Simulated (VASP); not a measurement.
# TaN (Fm-3m) in VASP: further runs

Runs on TaN. Level: r2SCAN+U. Tasks: single point.

Program: VASP 6.6.1. These are calculated values, not measurements. Logs are shortened: lines on timing, memory, paths and dates and some standing lists are left out, and cuts for length are marked.

### Step 1. The cell of the first run

The structure is cubic, space group Fm-3m (No. 225). Conventional cell: a = 4.358 Å, b = 4.358 Å, c = 4.358 Å, α = 90.00°, β = 90.00°, γ = 90.00°. Ta (site symmetry m-3m) has 6 N at 2.18 Å within 2.9 Å. N (site symmetry m-3m) has 6 Ta at 2.18 Å within 2.9 Å.

### Step 2. Single point, r2SCAN+U, collinear spin, ferromagnetic start

POSCAR reads:

```
TaN
1.0
    0.0000000000      2.1790013100      2.1790013100
    2.1790013100      0.0000000000      2.1790013100
    2.1790013100      2.1790013100      0.0000000000
Ta N
1 1
Direct
    0.5000000000      0.5000000000      0.5000000000
    0.0000000000      0.0000000000      0.0000000000
```

INCAR.step1 reads:

```
SYSTEM = TaN
ALGO = Normal
EDIFF = 1E-4
ENCUT = 520
GGA = PE
ISMEAR = 0
ISPIN = 2
LASPH = .True.
LCHARG = .False.
LDAU = .True.
LDAUJ = 0 0
LDAUL = 2 -1
LDAUTYPE = 2
LDAUU = 1 0
LMAXMIX = 4
LREAL = .False.
LWAVE = .True.
MAGMOM = 2 0
NBANDS = 19
NELM = 150
PREC = Accurate
SIGMA = 0.05
```

INCAR.step2 reads:

```
SYSTEM = TaN
ALGO = Normal
EDIFF = 1E-6
ENCUT = 520
ISIF = 2
ISMEAR = 0
ISPIN = 2
ISTART = 1
LASPH = .True.
LCHARG = .False.
LDAU = .True.
LDAUJ = 0 0
LDAUL = 2 -1
LDAUPRINT = 1
LDAUTYPE = 2
LDAUU = 1 0
LMAXMIX = 4
LMIXTAU = .True.
LORBIT = 11
LREAL = .False.
LWAVE = .False.
MAGMOM = 2 0
METAGGA = R2SCAN
NBANDS = 19
NELM = 150
PREC = Accurate
SIGMA = 0.05
```

KPOINTS reads:

```
k-points
0
Gamma
  7 7 7
  0 0 0
```

Potentials or basis: VASP PAW PBE potentials, release 64 (Ta_pv, N).

Run with:

```console
cat potpaw_PBE.64/Ta_pv/POTCAR potpaw_PBE.64/N/POTCAR > POTCAR
cp INCAR.step1 INCAR
mpirun -np 1 vasp_std > vasp.out
cp INCAR.step2 INCAR
mpirun -np 1 vasp_std > vasp.out
```

OUTCAR:

```text
SYSTEM = TaN
   EDIFF = 1E-6
   ENCUT = 520
   ISIF = 2
   ISMEAR = 0
   ISPIN = 2
   ISTART = 1
   LASPH = .True.
   LORBIT = 11
   LREAL = .False.
   METAGGA = R2SCAN
   NELM = 150
   PREC = Accurate

 ion  position               nearest neighbor table
   1  0.500  0.500  0.500-   2 2.18   2 2.18   2 2.18   2 2.18   2 2.18   2 2.18
   2  0.000  0.000  0.000-   1 2.18   1 2.18   1 2.18   1 2.18   1 2.18   1 2.18

  LATTYP: Found a face centered cubic cell.
 ALAT       =     4.3580026200

  Lattice vectors:

 A1 = (   0.0000000000,   2.1790013100,   2.1790013100)
 A2 = (   2.1790013100,   0.0000000000,   2.1790013100)
 A3 = (   2.1790013100,   2.1790013100,   0.0000000000)

Analysis of symmetry for initial positions (statically):
=====================================================================
 Subroutine PRICEL returns:
 Original cell was already a primitive cell.

 Routine SETGRP: Setting up the symmetry group for a
 face centered cubic supercell.

 Subroutine GETGRP returns: Found 48 space group operations
 (whereof 48 operations were pure point group operations)
 out of a pool of 48 trial point group operations.

The static configuration has the point symmetry O_h .

Analysis of symmetry for dynamics (positions and initial velocities):
=====================================================================
 Subroutine PRICEL returns:
 Original cell was already a primitive cell.

 Routine SETGRP: Setting up the symmetry group for a
 face centered cubic supercell.

 Subroutine GETGRP returns: Found 48 space group operations
 (whereof 48 operations were pure point group operations)
 out of a pool of 48 trial point group operations.

The dynamic configuration has the point symmetry O_h .

Analysis of structural, dynamic, and magnetic symmetry:
=====================================================================
 Subroutine PRICEL returns:
 Original cell was already a primitive cell.

 Routine SETGRP: Setting up the symmetry group for a
 face centered cubic supercell.

 Subroutine GETGRP returns: Found 48 space group operations
 (whereof 48 operations were pure point group operations)
 out of a pool of 48 trial point group operations.

The overall configuration has the point symmetry O_h .

 Subroutine INISYM returns: Found 48 space group operations
 (whereof 48 operations are pure point group operations),
[... 163 lines left out ...]
  o =  0.2723  v =  0.0000  0.0000  0.0000  0.0000  0.0000  1.0000  0.0000  0.0000  0.0000  0.0000      0.0000  0.0000  0.0000  0.0000  0.0000  0.0000  0.0000  0.0000  0.0000  0.0000
  o =  0.2723  v =  0.0000  0.6624  0.0000 -0.7492  0.0000  0.0000  0.0000  0.0000  0.0000  0.0000      0.0000  0.0000  0.0000  0.0000  0.0000  0.0000  0.0000  0.0000  0.0000  0.0000
  o =  0.2723  v =  1.0000  0.0000  0.0000  0.0000  0.0000  0.0000  0.0000  0.0000  0.0000  0.0000      0.0000  0.0000  0.0000  0.0000  0.0000  0.0000  0.0000  0.0000  0.0000  0.0000
  o =  0.2723  v =  0.0000 -0.7492 -0.0000 -0.6624 -0.0000  0.0000  0.0000  0.0000  0.0000  0.0000      0.0000  0.0000  0.0000  0.0000  0.0000  0.0000  0.0000  0.0000  0.0000  0.0000

 number of electron      16.0000000 magnetization      -0.0000005

 Free energy of the ion-electron system (eV)
  ---------------------------------------------------
  ext. energy  EPLUGINS =         0.00000000
  ---------------------------------------------------
  free energy    TOTEN  =       -58.68603382 eV

  energy without entropy =      -58.68480717  energy(sigma->0) =      -58.68542049

 E-fermi :  10.0512     XC(G=0): -14.6507

 val. band max:        9.9856953191   @ k =  -0.2857   0.1429   0.0000
 cond. band min:      10.0850230405   @ k =   0.2857   0.0000   0.0000
 fundamental gap:      0.0993277214
 Fermi energy:        10.0511727055

 spin component 1

 k-point     1 :       0.0000    0.0000    0.0000
  band No.  band energies     occupation
      1     -27.3109      1.00000
      2     -27.3109      1.00000
      3     -27.3109      1.00000
      4     -10.2495      1.00000
      5       5.8012      1.00000
      6       5.8012      1.00000
[... 416 lines left out ...]
      5       1.5993      1.00000
      6       2.6515      1.00000
[... 11 lines left out ...]
     18      30.9373      0.00000
     19      31.7536      0.00000
 Fermi energy:        10.0511727055

 spin component 2

 k-point     1 :       0.0000    0.0000    0.0000
  band No.  band energies     occupation
      1     -27.3109      1.00000
      2     -27.3109      1.00000
      3     -27.3109      1.00000
      4     -10.2495      1.00000
      5       5.8012      1.00000
      6       5.8012      1.00000
[... 417 lines left out ...]
      6       2.6515      1.00000
[... 11 lines left out ...]
     18      30.9373      0.00000
     19      31.7536      0.00000

------------------------ aborting loop because EDIFF is reached ----------------------------------------

  FORCE on cell =-STRESS in cart. coord.  units (eV):
  Direction    XX          YY          ZZ          XY          YZ          ZX
  --------------------------------------------------------------------------------------
  -------------------------------------------------------------------------------------
  Total        1.9124199      1.9124199      1.9124199      0.0000000      0.0000000      0.0000000
  in kB      148.0782844    148.0782844    148.0782844      0.0000000      0.0000000      0.0000000
  external PRESSURE =     148.0782844 kB  Pullay stress =       0.0000000 kB

 VOLUME and BASIS-vectors are now :
 -----------------------------------------------------------------------------
  energy-cutoff  :      520.00
  volume of cell :       20.69
      direct lattice vectors                 reciprocal lattice vectors
     0.000000000  2.179001310  2.179001310    -0.229462918  0.229462918  0.229462918
     2.179001310  0.000000000  2.179001310     0.229462918 -0.229462918  0.229462918
     2.179001310  2.179001310  0.000000000     0.229462918  0.229462918 -0.229462918

 POSITION                                       TOTAL-FORCE (eV/Angst)
 -----------------------------------------------------------------------------------
      2.17900      2.17900      2.17900         0.000000      0.000000     -0.000000
      0.00000      0.00000      0.00000        -0.000000     -0.000000      0.000000
 -----------------------------------------------------------------------------------
    total drift:                                0.000000     -0.000000     -0.000000

  FREE ENERGIE OF THE ION-ELECTRON SYSTEM (eV)
  ---------------------------------------------------
  free  energy   TOTEN  =       -58.6860338152 eV

  energy  without entropy=      -58.6848071698  energy(sigma->0) =      -58.68542049

 total charge

# of ion       s       p       d       tot
------------------------------------------
    1        0.290   6.240   2.443   8.973
    2        1.243   2.600   0.000   3.842
--------------------------------------------------
tot          1.532   8.840   2.443  12.815

 magnetization (x)

# of ion       s       p       d       tot
------------------------------------------
    1       -0.000  -0.000  -0.000  -0.000
    2       -0.000  -0.000   0.000  -0.000
--------------------------------------------------
tot         -0.000  -0.000  -0.000  -0.000
```

OSZICAR.step1:

```text
N       E                     dE             d eps       ncg     rms          rms(c)
DAV:   1     0.100904480357E+03    0.10090E+03   -0.85996E+03  1520   0.897E+02
DAV:   2    -0.206537930090E+02   -0.12156E+03   -0.11450E+03  1802   0.271E+02
DAV:   3    -0.235840917036E+02   -0.29303E+01   -0.29004E+01  1772   0.385E+01
DAV:   4    -0.235925663974E+02   -0.84747E-02   -0.84730E-02  1722   0.215E+00
DAV:   5    -0.235925841068E+02   -0.17709E-04   -0.17710E-04  1642   0.101E-01    0.270E+01
DAV:   6    -0.209327983168E+02    0.26598E+01   -0.41781E+00  1728   0.214E+01    0.109E+01
DAV:   7    -0.209072284111E+02    0.25570E-01   -0.44021E-01  1598   0.509E+00    0.749E+00
DAV:   8    -0.208795571234E+02    0.27671E-01   -0.87610E-02  1606   0.256E+00    0.211E+00
DAV:   9    -0.208688716061E+02    0.10686E-01   -0.72246E-03  1574   0.669E-01    0.450E-01
DAV:  10    -0.208694474289E+02   -0.57582E-03   -0.22163E-03  1685   0.399E-01    0.213E-01
DAV:  11    -0.208695810315E+02   -0.13360E-03   -0.20256E-04  1539   0.145E-01    0.829E-02
DAV:  12    -0.208693822255E+02    0.19881E-03   -0.38839E-05   790   0.725E-02    0.405E-02
DAV:  13    -0.208693726752E+02    0.95503E-05   -0.68427E-06   778   0.239E-02
   1 F= -.20869373E+02 E0= -.20868749E+02  d E =-.124722E-02  mag=     0.0002
```

It took 32 s on 1 thread of Intel Xeon 6975P-C, shared host; peak memory 0.17 GiB.

Results:

| Quantity | Value |
| --- | --- |
| Free energy | -58.6860 eV |
| Pressure | 14.8 GPa |
| Band gap on the k mesh | zero (filled and empty bands overlap) |
| Net moment | 0.00 μB per cell |
| Valence electrons inside the program's atomic spheres | Ta 8.97; N 3.84 |

Eigenvalues of the final occupation matrices:
```tsv
site	spin	trace	eigenvalues
site 1 d	1	1.25	0.22 0.22 0.27 0.27 0.27
site 1 d	2	1.25	0.22 0.22 0.27 0.27 0.27
```

Caveat: the PAW data sets were made with another functional, which shifts forces and pressure a little; spin-orbit coupling is left out, which moves the levels of the heavy elements.

### Step 3. Single point, r2SCAN+U, collinear spin, ferromagnetic start

POSCAR is that of step 2.

INCAR.step1 reads:

```
PREC     = Accurate       # precision mode
ENCUT    = 520            # plane-wave cutoff, eV
ISMEAR   = 0              # smearing method
SIGMA    = 0.05           # smearing width, eV
LREAL    = False          # projectors in reciprocal space
LASPH    = True           # aspherical terms in the spheres
NELM     = 150            # most SCF steps
ISPIN    = 2              # spin polarisation
MAGMOM   = 2 0            # initial moments
LMAXMIX  = 4              # l up to which the mixer works
LDAU     = True           # DFT+U
LDAUTYPE = 2            
LDAUL    = 2 -1           # shell
LDAUU    = 1 0            # U, eV
LDAUJ    = 0 0          
NBANDS   = 19             # bands
GGA      = PE             # functional
ALGO     = Normal         # electronic algorithm
EDIFF    = 1E-4           # SCF threshold, eV
LWAVE    = True           # write WAVECAR
LCHARG   = False          # write CHGCAR
```

INCAR.step2 reads:

```
PREC     = Accurate       # precision mode
ENCUT    = 520            # plane-wave cutoff, eV
EDIFF    = 1E-7           # SCF threshold, eV
ISMEAR   = 0              # smearing method
SIGMA    = 0.05           # smearing width, eV
LREAL    = False          # projectors in reciprocal space
LASPH    = True           # aspherical terms in the spheres
NELM     = 150            # most SCF steps
ALGO     = Normal         # electronic algorithm
ISIF     = 2              # what is computed and relaxed
LWAVE    = False          # write WAVECAR
LCHARG   = True           # write CHGCAR
ISPIN    = 2              # spin polarisation
MAGMOM   = 2 0            # initial moments
LORBIT   = 11             # projections on sites
LMAXMIX  = 4              # l up to which the mixer works
LDAU     = True           # DFT+U
LDAUTYPE = 2            
LDAUL    = 2 -1           # shell
LDAUU    = 1 0            # U, eV
LDAUJ    = 0 0          
LDAUPRINT= 1            
METAGGA  = R2SCAN         # meta-GGA
LMIXTAU  = True         
LELF     = True           # ELF
LVHAR    = True         
NBANDS   = 19             # bands
ISTART   = 1
```

KPOINTS reads:

```
regular mesh
0
Gamma
  7 7 7
```

Potentials or basis: VASP PAW PBE potentials, release 64 (Ta_pv, N).

Run with:

```console
cat potpaw_PBE.64/Ta_pv/POTCAR potpaw_PBE.64/N/POTCAR > POTCAR
cp INCAR.step1 INCAR
mpirun -np 1 vasp_std > vasp.out
cp INCAR.step2 INCAR
mpirun -np 1 vasp_std > vasp.out
```

Run time: 38 s. Hardware: 1 thread of Intel Xeon 6975P-C, shared host; peak memory 0.16 GiB.

The run converged. Its results:

```
Free energy                                           : -58.6860 eV
Pressure                                              : 14.8 GPa
Band gap on the k mesh                                : zero (filled and empty bands overlap)
Net moment                                            : 0.00 μB per cell
Valence electrons inside the program's atomic spheres : Ta 8.97; N 3.84
```

Levels at points of the mesh, in eV from the Fermi level:
Spin up:
```csv
k point,band 4,band 5,band 6,band 7,band 8,band 9,band 10,band 11,band 12,band 13
"(0.00, 0.00, 0.00)",-20.30,-4.25,-4.25,-4.25,-2.24,-2.24,-2.24,0.19,0.19,1.91
```
Spin down:
```tsv
k point	band 4	band 5	band 6	band 7	band 8	band 9	band 10	band 11	band 12	band 13
(0.00, 0.00, 0.00)	-20.30	-4.25	-4.25	-4.25	-2.24	-2.24	-2.24	0.19	0.19	1.91
```

Eigenvalues of the final occupation matrices:
```
    site  spin  trace               eigenvalues
site 1 d     1   1.25  0.22 0.22 0.27 0.27 0.27
site 1 d     2   1.25  0.22 0.22 0.27 0.27 0.27
```

Caveat: the PAW data sets were made with another functional, which shifts forces and pressure a little; spin-orbit coupling is left out, which moves the levels of the heavy elements. The state reached can hang on the start; a lower one may exist.

### Step 4. Single point, r2SCAN+U, collinear spin, zero start

POSCAR is that of step 3.

INCAR.step1 reads:

```
  PREC = Accurate
  ENCUT = 520
  ISMEAR = 0
  SIGMA = 0.05
  LREAL = False
  LASPH = True
  NELM = 150
  ISPIN = 2
  MAGMOM = 0 0
  LMAXMIX = 4
  LDAU = True
  LDAUTYPE = 2
  LDAUL = 2 -1
  LDAUU = 1 0
  LDAUJ = 0 0
  NBANDS = 19
  GGA = PE
  ALGO = Normal
  EDIFF = 1E-4
  LWAVE = True
  LCHARG = False
```

INCAR.step2 reads:

```
  PREC = Accurate
  ENCUT = 520
  EDIFF = 1E-6
  ISMEAR = 0
  SIGMA = 0.05
  LREAL = False
  LASPH = True
  NELM = 150
  ALGO = Normal
  ISIF = 2
  LWAVE = False
  LCHARG = False
  ISPIN = 2
  MAGMOM = 0 0
  LORBIT = 11
  LMAXMIX = 4
  LDAU = True
  LDAUTYPE = 2
  LDAUL = 2 -1
  LDAUU = 1 0
  LDAUJ = 0 0
  LDAUPRINT = 1
  METAGGA = R2SCAN
  LMIXTAU = True
  NBANDS = 19
  ISTART = 1
```

KPOINTS is that of step 3.

Run with:

```console
cat potpaw_PBE.64/Ta_pv/POTCAR potpaw_PBE.64/N/POTCAR > POTCAR
cp INCAR.step1 INCAR
mpirun -np 1 vasp_std > vasp.out
cp INCAR.step2 INCAR
mpirun -np 1 vasp_std > vasp.out
```

It took 41 s on 1 thread of Intel Xeon 6975P-C, shared host; peak memory 0.16 GiB.

Results (log left out):

```
Free energy                                           : -58.6860 eV
Pressure                                              : 14.8 GPa
Band gap on the k mesh                                : zero (filled and empty bands overlap)
Net moment                                            : 0.00 μB per cell
Valence electrons inside the program's atomic spheres : Ta 8.97; N 3.84
```

Levels at points of the mesh, in eV from the Fermi level:
Spin up:
```
           k point  band 6  band 7  band 8  band 9  band 10  band 11
(0.00, 0.00, 0.00)   -4.25   -4.25   -2.24   -2.24    -2.24     0.19
```
Spin down:
| k point | band 4 | band 5 | band 6 | band 7 | band 8 | band 9 | band 10 | band 11 | band 12 | band 13 |
| --- | --- | --- | --- | --- | --- | --- | --- | --- | --- | --- |
| (0.00, 0.00, 0.00) | -20.30 | -4.25 | -4.25 | -4.25 | -2.24 | -2.24 | -2.24 | 0.19 | 0.19 | 1.91 |

Eigenvalues of the final occupation matrices:
```csv
site,spin,trace,eigenvalues
site 1 d,1,1.25,0.22 0.22 0.27 0.27 0.27
site 1 d,2,1.25,0.22 0.22 0.27 0.27 0.27
```

Caveat: the PAW data sets were made with another functional, which shifts forces and pressure a little; spin-orbit coupling is left out, which moves the levels of the heavy elements.

(Continued in part 2 of 2.)
